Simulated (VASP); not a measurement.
Input of a VASP 6.6.1 run:

Contents of INCAR:

```
PREC = Accurate
ENCUT = 520
EDIFF = 1E-6
ISMEAR = 0
SIGMA = 0.15
LREAL = False
LASPH = True
NELM = 150
ALGO = Normal
ISIF = 2
LWAVE = False
LCHARG = True
ISPIN = 2
MAGMOM = 0.8 0.8
LORBIT = 11
NUPDOWN = 1.6
LMAXMIX = 4
GGA = PS
LELF = True
LVHAR = True
NBANDS = 20
```

Contents of KPOINTS:

```
Automatic mesh
0
Gamma
  21 21 12
```

POSCAR

```
Ir
1.0
    2.6053845842      0.0000000000      0.0000000000
   -1.3026922921      2.2563292365      0.0000000000
    0.0000000000      0.0000000000      4.2241311110
Ir
2
Direct
    0.6666666667      0.3333333333      0.7500000000
    0.3333333333      0.6666666667      0.2500000000
```

Potentials or basis: VASP PAW PBE potentials, release 64 (Ir).

Launch:

```console
$ cat potpaw_PBE.64/Ir/POTCAR > POTCAR
$ mpirun -np 1 vasp_std > vasp.out
```

Question: Estimate the pressure.

Answer: 77.8 GPa.

Stress tensor (GPa, compression positive):
```
77.28  0.00  0.00
 0.00 77.28  0.00
 0.00  0.00 78.75
```

Caveat: the PAW data sets were made with another functional, which shifts forces and pressure a little; the total moment is fixed, so each spin has its own Fermi level.
